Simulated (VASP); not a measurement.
# SrO (Fm-3m) in VASP: single point with PBE

Aim: the single point of SrO with PBE.

Everything below comes from runs of VASP 6.6.1. Logs are shortened: lines on timing, memory, paths and dates and some standing lists are left out, and cuts for length are marked.

## 1. The cell of the first run

The structure is cubic, space group Fm-3m (No. 225). Conventional cell: a = 5.195 Å, b = 5.195 Å, c = 5.195 Å, α = 90.00°, β = 90.00°, γ = 90.00°. Within 3.4 Å of Sr (site symmetry m-3m) lie 6 O at 2.60 Å. O (site symmetry m-3m) has 6 Sr at 2.60 Å within 3.4 Å.

## 2. Single point, PBE

The input, INCAR:

```
SYSTEM = SrO
  PREC = Accurate
  ENCUT = 520
  EDIFF = 1E-7
  ISMEAR = 0
  SIGMA = 0.01
  LREAL = Auto
  LASPH = .TRUE.
  NELM = 60
  ALGO = Normal
  ISIF = 2
  LWAVE = .FALSE.
  LCHARG = .TRUE.
  GGA = PE
  LELF = .TRUE.
  LVHAR = .TRUE.
  NBANDS = 150
```

The input, KPOINTS:

```
Automatic mesh
0
Gamma
  2 2 2
  0.5 0.5 0.5
```

The input, POSCAR:

```
SrO
1.0
    5.1949040410     -5.1949040410     -5.1949040410
   -5.1949040410      5.1949040410     -5.1949040410
    5.1949040410      5.1949040410      5.1949040410
Sr O
16 16
Direct
    0.7500000000      0.2500000000      0.5000000000
    0.7500000000      0.0000000000      0.7500000000
    0.5000000000      0.5000000000      0.5000000000
    0.7500000000      0.7500000000      0.0000000000
    0.5000000000      0.2500000000      0.7500000000
    0.7500000000      0.5000000000      0.2500000000
    0.5000000000      0.0000000000      0.0000000000
    0.2500000000      0.7500000000      0.5000000000
    0.2500000000      0.5000000000      0.7500000000
    0.5000000000      0.7500000000      0.2500000000
    0.0000000000      0.0000000000      0.5000000000
    0.2500000000      0.2500000000      0.0000000000
    0.2500000000      0.0000000000      0.2500000000
    0.0000000000      0.7500000000      0.7500000000
    0.0000000000      0.5000000000      0.0000000000
    0.0000000000      0.2500000000      0.2500000000
    0.0000000000      0.2500000000      0.7500000000
    0.0000000000      0.0000000000      0.0000000000
    0.7500000000      0.5000000000      0.7500000000
    0.0000000000      0.7500000000      0.2500000000
    0.7500000000      0.2500000000      0.0000000000
    0.0000000000      0.5000000000      0.5000000000
    0.7500000000      0.0000000000      0.2500000000
    0.5000000000      0.7500000000      0.7500000000
    0.5000000000      0.5000000000      0.0000000000
    0.7500000000      0.7500000000      0.5000000000
    0.2500000000      0.0000000000      0.7500000000
    0.5000000000      0.2500000000      0.2500000000
    0.5000000000      0.0000000000      0.5000000000
    0.2500000000      0.7500000000      0.0000000000
    0.2500000000      0.5000000000      0.2500000000
    0.2500000000      0.2500000000      0.5000000000
```

Potentials or basis: VASP PAW PBE potentials, release 64 (Sr_sv, O).

Launch:

```console
> cat potpaw_PBE.64/Sr_sv/POTCAR potpaw_PBE.64/O/POTCAR > POTCAR
> mpirun -np 1 vasp_std > vasp.out
```

OUTCAR:

```text
SYSTEM = SrO
   PREC = Accurate
   ENCUT = 520
   EDIFF = 1E-7
   ISMEAR = 0
   LREAL = Auto
   LASPH = .TRUE.
   NELM = 60
   ISIF = 2
   GGA = PE

 ion  position               nearest neighbor table
   1  0.750  0.250  0.500-  17 2.60  19 2.60  22 2.60  23 2.60  28 2.60  29 2.60  14 3.67  15 3.67
                            16 3.67   2 3.67   3 3.67   5 3.67   6 3.67   9 3.67  11 3.67   7 3.67
   2  0.750  0.000  0.750-  17 2.60  18 2.60  21 2.60  24 2.60  26 2.60  29 2.60  14 3.67  15 3.67
                            16 3.67   1 3.67   4 3.67   5 3.67   7 3.67  11 3.67  12 3.67  10 3.67
   3  0.500  0.500  0.500-  19 2.60  24 2.60  26 2.60  28 2.60  31 2.60  32 2.60   9 3.67  10 3.67
                            14 3.67   1 3.67   2 3.67   4 3.67   5 3.67   6 3.67   8 3.67  12 3.67
   4  0.750  0.750  0.000-  18 2.60  19 2.60  20 2.60  23 2.60  24 2.60  25 2.60  14 3.67  15 3.67
                            16 3.67   2 3.67   6 3.67   7 3.67  10 3.67  11 3.67  13 3.67   3 3.67
   5  0.500  0.250  0.750-  19 2.60  21 2.60  25 2.60  27 2.60  29 2.60  32 2.60   9 3.67  12 3.67
                            15 3.67   1 3.67   2 3.67   3 3.67   4 3.67   6 3.67   7 3.67  13 3.67
   6  0.750  0.500  0.250-  20 2.60  21 2.60  22 2.60  25 2.60  26 2.60  28 2.60  14 3.67  15 3.67
                            16 3.67   1 3.67   3 3.67   4 3.67   8 3.67  10 3.67  11 3.67   5 3.67
   7  0.500  0.000  0.000-  21 2.60  23 2.60  24 2.60  27 2.60  28 2.60  30 2.60  12 3.67  13 3.67
                            16 3.67   1 3.67   2 3.67   4 3.67   5 3.67   6 3.67  10 3.67   8 3.67
   8  0.250  0.750  0.500-  20 2.60  22 2.60  24 2.60  27 2.60  29 2.60  31 2.60  11 3.67  13 3.67
                            14 3.67   2 3.67   3 3.67   5 3.67   7 3.67   9 3.67  10 3.67  15 3.67
   9  0.250  0.500  0.750-  17 2.60  22 2.60  24 2.60  25 2.60  30 2.60  32 2.60  12 3.67  14 3.67
[... 17 lines left out ...]
  19  0.750  0.500  0.750-   1 2.60   3 2.60   4 2.60   5 2.60  14 2.60  15 2.60
  20  0.000  0.750  0.250-   4 2.60   6 2.60   8 2.60  11 2.60  13 2.60  15 2.60
  21  0.750  0.250  0.000-   2 2.60   5 2.60   6 2.60   7 2.60  15 2.60  16 2.60
  22  0.000  0.500  0.500-   1 2.60   6 2.60   8 2.60   9 2.60  14 2.60  16 2.60
[... 8 lines left out ...]
  31  0.250  0.500  0.250-   3 2.60   8 2.60  10 2.60  12 2.60  15 2.60  16 2.60
  32  0.250  0.250  0.500-   3 2.60   5 2.60   9 2.60  11 2.60  13 2.60  16 2.60

  LATTYP: Found a body centered cubic cell.
 ALAT       =    10.3898080820

  Lattice vectors:

 A1 = (   5.1949040410,  -5.1949040410,  -5.1949040410)
 A2 = (  -5.1949040410,   5.1949040410,  -5.1949040410)
 A3 = (   5.1949040410,   5.1949040410,   5.1949040410)

Analysis of symmetry for initial positions (statically):
=====================================================================
 Subroutine PRICEL returns following result:

  LATTYP: Found a face centered cubic cell.
 ALAT       =     5.1949040410

  Lattice vectors:

 A1 = (  -2.5974520205,   2.5974520205,   0.0000000000)
 A2 = (  -2.5974520205,  -0.0000000000,   2.5974520205)
 A3 = (   0.0000000000,   2.5974520205,   2.5974520205)

  16 primitive cells build up your supercell.

 Routine SETGRP: Setting up the symmetry group for a
 body centered cubic supercell.

 Subroutine GETGRP returns: Found 48 space group operations
 (whereof 48 operations were pure point group operations)
 out of a pool of 48 trial point group operations.

The static configuration has the point symmetry O_h .

Analysis of symmetry for dynamics (positions and initial velocities):
=====================================================================
 Subroutine PRICEL returns following result:

  LATTYP: Found a face centered cubic cell.
 ALAT       =     5.1949040410

  Lattice vectors:

 A1 = (  -2.5974520205,   2.5974520205,   0.0000000000)
 A2 = (  -2.5974520205,  -0.0000000000,   2.5974520205)
 A3 = (   0.0000000000,   2.5974520205,   2.5974520205)

  16 primitive cells build up your supercell.

 Routine SETGRP: Setting up the symmetry group for a
 body centered cubic supercell.

 Subroutine GETGRP returns: Found 48 space group operations
 (whereof 48 operations were pure point group operations)
 out of a pool of 48 trial point group operations.

The dynamic configuration has the point symmetry O_h .

 Subroutine INISYM returns: Found 48 space group operations
 (whereof 48 operations are pure point group operations),
 and found    16 'primitive' translations

----------------------------------------------------------------------------------------

[... 28 lines left out ...]

 Generating k-lattice:

  Cartesian coordinates                     Fractional coordinates (reciprocal lattice)
     0.048124084  0.000000000 -0.048124084     0.500000000  0.000000000  0.000000000
     0.000000000  0.048124084 -0.048124084     0.000000000  0.500000000  0.000000000
     0.048124084  0.048124084  0.000000000     0.000000000  0.000000000  0.500000000

  Length of vectors
     0.068057733  0.068057733  0.068057733

  Shift w.r.t. Gamma in fractional coordinates (k-lattice)
     0.500000000  0.500000000  0.500000000

 Subroutine IBZKPT returns following result:
 ===========================================

 Found      2 irreducible k-points:

 Following reciprocal coordinates:
            Coordinates               Weight
  0.250000  0.250000  0.250000      2.000000
 -0.250000  0.250000  0.250000      6.000000
   k-points           NKPTS =      2   k-points in BZ     NKDIM =      2   number of bands    NBANDS=    150
   number of dos      NEDOS =    301   number of ions     NIONS =     32
   total plane-waves  NPLWV = 343000
   dimension x,y,z NGX =    70 NGY =   70 NGZ =   70
   dimension x,y,z NGXF=   140 NGYF=  140 NGZF=  140
   ions per type =              16  16
   NGX,Y,Z   is equivalent  to a cutoff of  12.93, 12.93, 12.93 a.u.
   NGXF,Y,Z  is equivalent  to a cutoff of  25.87, 25.87, 25.87 a.u.
 SYSTEM =  SrO
   PREC   = accura    normal or accurate (medium, high low for compatibility)
   ISTART =      0    job   : 0-new  1-cont  2-samecut
   ICHARG =      2    charge: 1-file 2-atom 10-const
   ISPIN  =      1    spin polarized calculation?
   LNONCOLLINEAR =      F non collinear calculations
   LSORBIT =      F    spin-orbit coupling
   LASPH  =      T    aspherical Exc in radial PAW
   ENCUT  =  520.0 eV  38.22 Ry    6.18 a.u.  16.73 16.73 16.73*2*pi/ulx,y,z
   NELM   =     60;   NELMIN=  2; NELMDL= -5     # of ELM steps
   EDIFF  = 0.1E-06   stopping-criterion for ELM
   LREAL  =      T    real-space projection
   EDIFFG = 0.1E-05   stopping-criterion for IOM
   NSW    =      0    number of steps for IOM
   IBRION =     -1    ionic relax: 0-MD 1-quasi-New 2-CG
   NFREE  =      0    steps in history (QN), initial steepest desc. (CG)
   ISIF   =      2    stress and relaxation
   ISYM   =      2    0-nonsym 1-usesym 2-fastsym
   POTIM  = 0.5000    time-step for ionic-motion
   TEBEG  =    0.0;   TEEND  =   0.0 temperature during run
   PSTRESS=    0.0 pullay stress
   NELECT =     256.0000    total number of electrons
   NUPDOWN=      -1.0000    fix difference up-down
   EMIN   =  10.00;   EMAX   =-10.00  energy-range for DOS
   EFERMI =   0.00;   METHOD = LEGACY
   ISMEAR =     0;   SIGMA  =   0.01  broadening in eV -4-tet -1-fermi 0-gaus
   EFERMI_NEDOS =   21; number of points for ismear=-14 and -15
   IALGO  =     38    algorithm
   IMIX   =      4    mixing-type and parameters
     AMIX     =   0.40;   BMIX     =  1.00
     AMIX_MAG =   1.60;   BMIX_MAG =  1.00
  volume/ion in A,a.u.               =      17.52       118.26
  Fermi-wavevector in a.u.,A,eV,Ry     =   1.260542  2.382079 21.619194  1.588966
  Thomas-Fermi vector in A             =   2.394046
   LORBIT       =      0    0 simple, 1 ext, 2 COOP (PROOUT), +10 PAW based schemes
   GGA     = PE    functional components
   LHFCALC =     F    Hartree Fock is set to
   AEXX    =    0.0000 exact exchange contribution
   IVDW    =     0    specifies the selected vdW correction
   LEPSILON=     F    determine dielectric tensor
   LRPA    =     F    only Hartree local field effects (RPA)
 non-spin polarized calculation
 Gauss-broadening in eV      SIGMA  =   0.01
  energy-cutoff  :      520.00
  volume of cell :      560.78
 maximum number of plane-waves:     15140
 NGX is ok and might be reduce to    70
   NGX = 33   NGY = 33   NGZ = 33

 number of electron     255.9999888 magnetization

 Free energy of the ion-electron system (eV)
  ---------------------------------------------------
  ext. energy  EPLUGINS =         0.00000000
  ---------------------------------------------------
  free energy    TOTEN  =      -192.87496219 eV

  energy without entropy =     -192.87496219  energy(sigma->0) =     -192.87496219

 E-fermi :   1.5303     XC(G=0):  -9.8820

 val. band max:        1.4521573079   @ k =  -0.2500   0.2500   0.2500
 cond. band min:       5.0848116658   @ k =  -0.2500   0.2500   0.2500
 fundamental gap:      3.6326543579
 Fermi energy:         1.5302893259

 k-point     1 :       0.2500    0.2500    0.2500
  band No.  band energies     occupation
      1     -30.9181      2.00000
      2     -30.9181      2.00000
      3     -30.9181      2.00000
      4     -30.9181      2.00000
      5     -30.8399      2.00000
      6     -30.8399      2.00000
[... 132 lines left out ...]
    139       6.4849      0.00000
    140       6.4849      0.00000

 k-point     2 :      -0.2500    0.2500    0.2500
  band No.  band energies     occupation
      1     -30.9547      2.00000
      2     -30.8873      2.00000
      3     -30.8873      2.00000
      4     -30.8873      2.00000
      5     -30.8873      2.00000
      6     -30.8581      2.00000
[... 132 lines left out ...]
    139       7.5917      0.00000
    140       7.5918      0.00000
 [bands above 140 left out]

------------------------ aborting loop because EDIFF is reached ----------------------------------------

  FORCE on cell =-STRESS in cart. coord.  units (eV):
  Direction    XX          YY          ZZ          XY          YZ          ZX
  --------------------------------------------------------------------------------------
  -------------------------------------------------------------------------------------
  Total        1.8047864      1.8047864      1.8047864      0.0000000     -0.0000000     -0.0000000
  in kB        5.1563669      5.1563669      5.1563669      0.0000000     -0.0000000     -0.0000000
  external PRESSURE =       5.1563669 kB  Pullay stress =       0.0000000 kB

 VOLUME and BASIS-vectors are now :
 -----------------------------------------------------------------------------
  energy-cutoff  :      520.00
  volume of cell :      560.78
      direct lattice vectors                 reciprocal lattice vectors
     5.194904041 -5.194904041 -5.194904041     0.096248169  0.000000000 -0.096248169
    -5.194904041  5.194904041 -5.194904041     0.000000000  0.096248169 -0.096248169
     5.194904041  5.194904041  5.194904041     0.096248169  0.096248169  0.000000000

 POSITION                                       TOTAL-FORCE (eV/Angst)
 -----------------------------------------------------------------------------------
      5.19490      0.00000     -2.59745        -0.000000     -0.000000      0.000000
      7.79236      0.00000      0.00000         0.000000     -0.000000      0.000000
      2.59745      2.59745     -2.59745        -0.000000     -0.000000      0.000000
      0.00000      0.00000     -7.79236        -0.000000     -0.000000     -0.000000
      5.19490      2.59745      0.00000         0.000000      0.000000      0.000000
      2.59745      0.00000     -5.19490         0.000000      0.000000      0.000000
[... 24 lines left out ...]
      0.00000      2.59745     -2.59745        -0.000000     -0.000000     -0.000000
      2.59745      2.59745      0.00000         0.000000     -0.000000      0.000000
 -----------------------------------------------------------------------------------
    total drift:                                0.000000     -0.000000      0.000000

  FREE ENERGIE OF THE ION-ELECTRON SYSTEM (eV)
  ---------------------------------------------------
  free  energy   TOTEN  =      -192.8749621935 eV

  energy  without entropy=     -192.8749621935  energy(sigma->0) =     -192.87496219
```

Wall time 10 min (1 thread of Intel Xeon Platinum 8259CL at 2.50GHz (Skylake/Cascade Lake), shared host); peak memory 0.72 GiB.

Results:

```
Free energy            : -192.8750 eV
Pressure               : 0.5 GPa
Band gap on the k mesh : 3.63 eV
```

Caveat: a shifted mesh leaves out Γ, where band edges can lie.
